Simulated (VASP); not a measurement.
Input of a VASP 6.6.1 run:

INCAR

```
SYSTEM = TaAs
ALGO = Normal ; EDIFF = 1E-6
ENCUT = 520 ; GGA = PS
ISIF = 2 ; ISMEAR = 0
LASPH = .TRUE. ; LCHARG = .FALSE.
LREAL = .FALSE. ; LWAVE = .FALSE.
NBANDS = 24 ; NELM = 100
PREC = Accurate ; SIGMA = 0.1
```

KPOINTS

```
k-points
0
G
  18 18 18
  0 0 0
```

The input POSCAR:

```
TaAs
1.0
   -1.7143502382      1.7143502382      5.7911322127
    1.7143502382     -1.7143502382      5.7911322127
    1.7143502382      1.7143502382     -5.7911322127
Ta As
2 2
Direct
    0.5003132539      1.0003132539      0.5000000000
    0.7503132539      0.7503132539      0.0000000000
    0.0822861661      0.5822861661      0.5000000000
    0.3322861661      0.3322861661      0.0000000000
```

Potentials or basis: VASP PAW PBE potentials, release 64 (Ta_pv, As).

The run is started by

```bash
$ cat potpaw_PBE.64/Ta_pv/POTCAR potpaw_PBE.64/As/POTCAR > POTCAR
$ mpirun -np 1 vasp_std > vasp.out
```

Problem. Predict the pressure.

Solution. 0.7 GPa.

Problem. Estimate the band gap on the k mesh.

Solution. Zero (band 16 reaches 7.05 eV, above the bottom of band 17 at 7.01 eV).

Stress tensor (GPa, compression positive):
```
0.72 0.00 0.00
0.00 0.72 0.00
0.00 0.00 0.57
```

Caveat: the PAW data sets were made with another functional, which shifts forces and pressure a little; spin-orbit coupling is left out, which moves the levels of the heavy elements.
